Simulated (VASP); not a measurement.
# Cd3HgTe4 (P-4m2) in VASP: single point with PBE

Aim: the single point of Cd3HgTe4 with PBE.

All numbers are computed with VASP 6.6.1; they aren't measurements. Logs are shortened: lines on timing, memory, paths and dates and some standing lists are left out, and cuts for length are marked.

### 1 The cell of the first run

Symmetry: P-4m2, No. 115, tetragonal system. The conventional cell has a = 4.687 Å, b = 4.687 Å, c = 13.243 Å, α = 90.00°, β = 90.00°, γ = 90.00°. Cd (site symmetry 2mm) has 4 Te at 2.87 Å within 3.8 Å. Cd (site symmetry -4m2) has 4 Te at 2.87 Å within 3.8 Å. Hg (site symmetry -4m2) has 4 Te at 2.88 Å within 3.8 Å. Within 3.8 Å of Te (site symmetry 2mm) lie 4 Cd at 2.87 Å. Te (site symmetry 2mm) has 2 Cd at 2.87 Å and 2 Hg at 2.88 Å within 3.8 Å.

### 2 Single point, PBE

The input, INCAR:

```
PREC = Accurate
ENCUT = 520
EDIFF = 1E-6
ISMEAR = 0
SIGMA = 0.01
LREAL = False
LASPH = True
NELM = 60
ALGO = Normal
ISIF = 2
LWAVE = False
LCHARG = False
GGA = PE
NBANDS = 46
```

The input, KPOINTS:

```
Automatic mesh
0
Gamma
  8 8 4
```

The input, POSCAR:

```
Cd3HgTe4
1.0
    4.6873542332      0.0000000000      0.0000000000
    0.0000000000      4.6873542332      0.0000000000
    0.0000000000      0.0000000000     13.2426432033
Cd Hg Te
3 1 4
Direct
    0.5000000000      0.5000000000      0.2504794570
    0.0000000000      0.0000000000      0.5000000000
    0.5000000000      0.5000000000      0.7495205430
    0.0000000000      0.0000000000      0.0000000000
    0.5000000000      0.0000000000      0.3752774811
    0.0000000000      0.5000000000      0.6247225189
    0.5000000000      0.0000000000      0.8739644246
    0.0000000000      0.5000000000      0.1260355754
```

Potentials or basis: VASP PAW PBE potentials, release 64 (Cd, Hg, Te).

Launch:

```console
> cat potpaw_PBE.64/Cd/POTCAR potpaw_PBE.64/Hg/POTCAR potpaw_PBE.64/Te/POTCAR > POTCAR
> mpirun -np 1 vasp_std > vasp.out
```

OUTCAR:

```text
PREC = Accurate
   ENCUT = 520
   EDIFF = 1E-6
   ISMEAR = 0
   LREAL = False
   LASPH = True
   NELM = 60
   ISIF = 2
   GGA = PE

 ion  position               nearest neighbor table
   1  0.500  0.500  0.250-   8 2.87   8 2.87   5 2.87   5 2.87
   2  0.000  0.000  0.500-   5 2.87   6 2.87   6 2.87   5 2.87
   3  0.500  0.500  0.750-   7 2.87   7 2.87   6 2.87   6 2.87
   4  0.000  0.000  0.000-   7 2.88   8 2.88   8 2.88   7 2.88
   5  0.500  0.000  0.375-   2 2.87   2 2.87   1 2.87   1 2.87
   6  0.000  0.500  0.625-   2 2.87   2 2.87   3 2.87   3 2.87
   7  0.500  0.000  0.874-   3 2.87   3 2.87   4 2.88   4 2.88
   8  0.000  0.500  0.126-   1 2.87   1 2.87   4 2.88   4 2.88

  LATTYP: Found a simple tetragonal cell.
 ALAT       =     4.6873542332
 C/A-ratio  =     2.8251850713

  Lattice vectors:

 A1 = (   4.6873542332,   0.0000000000,   0.0000000000)
 A2 = (   0.0000000000,   4.6873542332,   0.0000000000)
 A3 = (   0.0000000000,   0.0000000000,  13.2426432033)

Analysis of symmetry for initial positions (statically):
=====================================================================
 Subroutine PRICEL returns:
 Original cell was already a primitive cell.

 Routine SETGRP: Setting up the symmetry group for a
 simple tetragonal supercell.

 Subroutine GETGRP returns: Found  8 space group operations
 (whereof  8 operations were pure point group operations)
 out of a pool of 16 trial point group operations.

The static configuration has the point symmetry D_2d.

Analysis of symmetry for dynamics (positions and initial velocities):
=====================================================================
 Subroutine PRICEL returns:
 Original cell was already a primitive cell.

 Routine SETGRP: Setting up the symmetry group for a
 simple tetragonal supercell.

 Subroutine GETGRP returns: Found  8 space group operations
 (whereof  8 operations were pure point group operations)
 out of a pool of 16 trial point group operations.

The dynamic configuration has the point symmetry D_2d.

 Subroutine INISYM returns: Found  8 space group operations
 (whereof  8 operations are pure point group operations),
 and found     1 'primitive' translations

----------------------------------------------------------------------------------------

                                     Primitive cell

  volume of cell :     290.9580

  direct lattice vectors                    reciprocal lattice vectors
     4.687354233  0.000000000  0.000000000     0.213339968  0.000000000  0.000000000
     0.000000000  4.687354233  0.000000000     0.000000000  0.213339968  0.000000000
     0.000000000  0.000000000 13.242643203     0.000000000  0.000000000  0.075513626

  length of vectors
     4.687354233  4.687354233 13.242643203     0.213339968  0.213339968  0.075513626

  position of ions in fractional coordinates (direct lattice)
     0.500000000  0.500000000  0.250479457
     0.000000000  0.000000000  0.500000000
     0.500000000  0.500000000  0.749520543
     0.000000000  0.000000000  0.000000000
     0.500000000  0.000000000  0.375277481
     0.000000000  0.500000000  0.624722519
     0.500000000  0.000000000  0.873964425
     0.000000000  0.500000000  0.126035575

  ion indices of the primitive-cell ions
   primitive index   ion index
                 1           1
                 2           2
                 3           3
                 4           4
                 5           5
                 6           6
                 7           7
                 8           8

----------------------------------------------------------------------------------------

 KPOINTS: Automatic mesh

Automatic generation of k-mesh.
 Grid dimensions read from file:
 generate k-points for:    8    8    4

 Generating k-lattice:

  Cartesian coordinates                     Fractional coordinates (reciprocal lattice)
     0.026667496  0.000000000  0.000000000     0.125000000  0.000000000  0.000000000
     0.000000000  0.026667496  0.000000000     0.000000000  0.125000000  0.000000000
     0.000000000  0.000000000  0.018878406     0.000000000  0.000000000  0.250000000

  Length of vectors
     0.026667496  0.026667496  0.018878406

  Shift w.r.t. Gamma in fractional coordinates (k-lattice)
     0.000000000  0.000000000  0.000000000

 Subroutine IBZKPT returns following result:
 ===========================================

 Found     45 irreducible k-points:

 Following reciprocal coordinates:
            Coordinates               Weight
  0.000000  0.000000  0.000000      1.000000
  0.125000  0.000000  0.000000      4.000000
  0.250000  0.000000  0.000000      4.000000
  0.375000  0.000000  0.000000      4.000000
  0.500000  0.000000  0.000000      2.000000
  0.125000  0.125000  0.000000      4.000000
[... 16 lines left out ...]
  0.375000  0.125000  0.250000     16.000000
  0.500000  0.125000  0.250000      8.000000
 [... further k-points ...]
   k-points           NKPTS =     45   k-points in BZ     NKDIM =     45   number of bands    NBANDS=     46
   number of dos      NEDOS =    301   number of ions     NIONS =      8
   total plane-waves  NPLWV = 127008
   dimension x,y,z NGX =    36 NGY =   36 NGZ =   98
   dimension x,y,z NGXF=    72 NGYF=   72 NGZF=  196
   ions per type =               3   1   4
   NGX,Y,Z   is equivalent  to a cutoff of  12.77, 12.77, 12.30 a.u.
   NGXF,Y,Z  is equivalent  to a cutoff of  25.54, 25.54, 24.61 a.u.
 SYSTEM =  unknown system
   PREC   = accura    normal or accurate (medium, high low for compatibility)
   ISTART =      0    job   : 0-new  1-cont  2-samecut
   ICHARG =      2    charge: 1-file 2-atom 10-const
   ISPIN  =      1    spin polarized calculation?
   LNONCOLLINEAR =      F non collinear calculations
   LSORBIT =      F    spin-orbit coupling
   LASPH  =      T    aspherical Exc in radial PAW
   ENCUT  =  520.0 eV  38.22 Ry    6.18 a.u.   8.72  8.72 24.62*2*pi/ulx,y,z
   NELM   =     60;   NELMIN=  2; NELMDL= -5     # of ELM steps
   EDIFF  = 0.1E-05   stopping-criterion for ELM
   LREAL  =      F    real-space projection
   EDIFFG = 0.1E-04   stopping-criterion for IOM
   NSW    =      0    number of steps for IOM
   IBRION =     -1    ionic relax: 0-MD 1-quasi-New 2-CG
   NFREE  =      0    steps in history (QN), initial steepest desc. (CG)
   ISIF   =      2    stress and relaxation
   ISYM   =      2    0-nonsym 1-usesym 2-fastsym
   POTIM  = 0.5000    time-step for ionic-motion
   TEBEG  =    0.0;   TEEND  =   0.0 temperature during run
   PSTRESS=    0.0 pullay stress
   NELECT =      72.0000    total number of electrons
   NUPDOWN=      -1.0000    fix difference up-down
   EMIN   =  10.00;   EMAX   =-10.00  energy-range for DOS
   EFERMI =   0.00;   METHOD = LEGACY
   ISMEAR =     0;   SIGMA  =   0.01  broadening in eV -4-tet -1-fermi 0-gaus
   EFERMI_NEDOS =   21; number of points for ismear=-14 and -15
   IALGO  =     38    algorithm
   IMIX   =      4    mixing-type and parameters
     AMIX     =   0.40;   BMIX     =  1.00
     AMIX_MAG =   1.60;   BMIX_MAG =  1.00
  volume/ion in A,a.u.               =      36.37       245.44
  Fermi-wavevector in a.u.,A,eV,Ry     =   1.027801  1.942262 14.372845  1.056374
  Thomas-Fermi vector in A             =   2.161764
   LORBIT       =      0    0 simple, 1 ext, 2 COOP (PROOUT), +10 PAW based schemes
   GGA     = PE    functional components
   LHFCALC =     F    Hartree Fock is set to
   AEXX    =    0.0000 exact exchange contribution
   IVDW    =     0    specifies the selected vdW correction
   LEPSILON=     F    determine dielectric tensor
   LRPA    =     F    only Hartree local field effects (RPA)
 non-spin polarized calculation
 Gauss-broadening in eV      SIGMA  =   0.01
  energy-cutoff  :      520.00
  volume of cell :      290.96
 maximum number of plane-waves:      7881
 NGX is ok and might be reduce to    36
   NGX = 17   NGY = 17   NGZ = 49

 number of electron      71.9999991 magnetization

 Free energy of the ion-electron system (eV)
  ---------------------------------------------------
  ext. energy  EPLUGINS =         0.00000000
  ---------------------------------------------------
  free energy    TOTEN  =       -18.07031621 eV

  energy without entropy =      -18.07031621  energy(sigma->0) =      -18.07031621

 E-fermi :   1.9621     XC(G=0):  -8.3216

 val. band max:        1.9201708817   @ k =   0.0000   0.0000   0.0000
 cond. band min:       2.0981483548   @ k =   0.0000   0.0000   0.0000
 fundamental gap:      0.1779774730
 Fermi energy:         1.9620823962

 k-point     1 :       0.0000    0.0000    0.0000
  band No.  band energies     occupation
      1      -9.0880      2.00000
      2      -8.8344      2.00000
      3      -8.8018      2.00000
      4      -8.5797      2.00000
      5      -6.2528      2.00000
      6      -6.2528      2.00000
[... 38 lines left out ...]
     45       6.4794      0.00000
     46       6.4807      0.00000

 k-point     2 :       0.1250    0.0000    0.0000
  band No.  band energies     occupation
      1      -9.0510      2.00000
      2      -8.8150      2.00000
      3      -8.7848      2.00000
      4      -8.5807      2.00000
      5      -6.2492      2.00000
      6      -6.2364      2.00000
[... 38 lines left out ...]
     45       6.5577      0.00000
     46       6.7444      0.00000

 k-point     3 :       0.2500    0.0000    0.0000
  band No.  band energies     occupation
      1      -8.9528      2.00000
      2      -8.7679      2.00000
      3      -8.7437      2.00000
      4      -8.5901      2.00000
      5      -6.2394      2.00000
      6      -6.2265      2.00000
[... 1018 lines left out ...]
     45       7.3618      0.00000
     46       7.4592      0.00000

 k-point    24 :       0.5000    0.1250    0.2500
  band No.  band energies     occupation
      1      -8.7272      2.00000
      2      -8.6786      2.00000
      3      -8.6624      2.00000
      4      -8.6622      2.00000
      5      -6.2078      2.00000
      6      -6.2017      2.00000
[... 38 lines left out ...]
     45       7.2880      0.00000
     46       7.3082      0.00000

 [... further k-points ...]

------------------------ aborting loop because EDIFF is reached ----------------------------------------

  FORCE on cell =-STRESS in cart. coord.  units (eV):
  Direction    XX          YY          ZZ          XY          YZ          ZX
  --------------------------------------------------------------------------------------
  -------------------------------------------------------------------------------------
  Total        0.1682179      0.1682179      0.1597209      0.0000000      0.0000000      0.0000000
  in kB        0.9263016      0.9263016      0.8795127      0.0000000      0.0000000      0.0000000
  external PRESSURE =       0.9107053 kB  Pullay stress =       0.0000000 kB

 VOLUME and BASIS-vectors are now :
 -----------------------------------------------------------------------------
  energy-cutoff  :      520.00
  volume of cell :      290.96
      direct lattice vectors                 reciprocal lattice vectors
     4.687354233  0.000000000  0.000000000     0.213339968  0.000000000  0.000000000
     0.000000000  4.687354233  0.000000000     0.000000000  0.213339968  0.000000000
     0.000000000  0.000000000 13.242643203     0.000000000  0.000000000  0.075513626

 POSITION                                       TOTAL-FORCE (eV/Angst)
 -----------------------------------------------------------------------------------
      2.34368      2.34368      3.31701        -0.000000      0.000000      0.001389
      0.00000      0.00000      6.62132         0.000000     -0.000000      0.000000
      2.34368      2.34368      9.92563         0.000000     -0.000000     -0.001389
      0.00000      0.00000      0.00000         0.000000     -0.000000      0.000000
      2.34368      0.00000      4.96967         0.000000     -0.000000     -0.000773
      0.00000      2.34368      8.27298         0.000000     -0.000000      0.000773
      2.34368      0.00000     11.57360         0.000000     -0.000000      0.001433
      0.00000      2.34368      1.66904         0.000000     -0.000000     -0.001433
 -----------------------------------------------------------------------------------
    total drift:                                0.000000      0.000000      0.000000

  FREE ENERGIE OF THE ION-ELECTRON SYSTEM (eV)
  ---------------------------------------------------
  free  energy   TOTEN  =       -18.0703162090 eV

  energy  without entropy=      -18.0703162090  energy(sigma->0) =      -18.07031621
```

Wall time 10 min (1 thread of Intel Xeon Platinum 8259CL at 2.50GHz (Skylake/Cascade Lake), shared host); peak memory 0.7 GiB.

What came out:

| Item | Value |
| --- | --- |
| Free energy | -18.0703 eV |
| Pressure | 0.1 GPa |
| Band gap on the k mesh | 0.18 eV, direct |

Caveat: spin-orbit coupling is left out, which moves the levels of the heavy elements.
